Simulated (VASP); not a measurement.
Input of a VASP 6.6.1 run:

Contents of INCAR:

```
SYSTEM = V
ALGO = Normal
EDIFF = 1E-6
ENCUT = 500
GGA = PE
GGA_COMPAT = .False.
ISIF = 2
ISMEAR = -1
ISPIN = 2
LASPH = .True.
LCHARG = .False.
LDAU = .True.
LDAUJ = 0
LDAUL = 2
LDAUPRINT = 1
LDAUTYPE = 2
LDAUU = 6.7
LMAXMIX = 4
LORBIT = 11
LREAL = .False.
LWAVE = .False.
MAGMOM = 2
NBANDS = 16
NELM = 200
PREC = Accurate
SIGMA = 0.1
```

KPOINTS

```
k-points
0
Gamma
  13 13 13
  0 0 0
```

Contents of POSCAR:

```
V
1.0
   -1.5084600000      1.5084600000      1.5084600000
    1.5084600000     -1.5084600000      1.5084600000
    1.5084600000      1.5084600000     -1.5084600000
V
1
Direct
    0.0000000000      0.0000000000      0.0000000000
```

Potentials or basis: VASP PAW PBE potentials, release 64 (V_sv).

Command:

```bash
$ cat potpaw_PBE.64/V_sv/POTCAR > POTCAR
$ mpirun -np 1 vasp_std > vasp.out
```

Predict the pressure.

60.7 GPa.

What does it give for the site moments?

V +2.22 μB.

Eigenvalues of the final occupation matrices:
| site | spin | trace | eigenvalues |
| --- | --- | --- | --- |
| site 1 d | 1 | 2.62 | 0.13 0.13 0.78 0.78 0.78 |
| site 1 d | 2 | 0.45 | 0.04 0.04 0.04 0.17 0.17 |

Caveat: the U is typed as a test and isn't derived for this compound. The state reached can hang on the start; a lower one may exist.
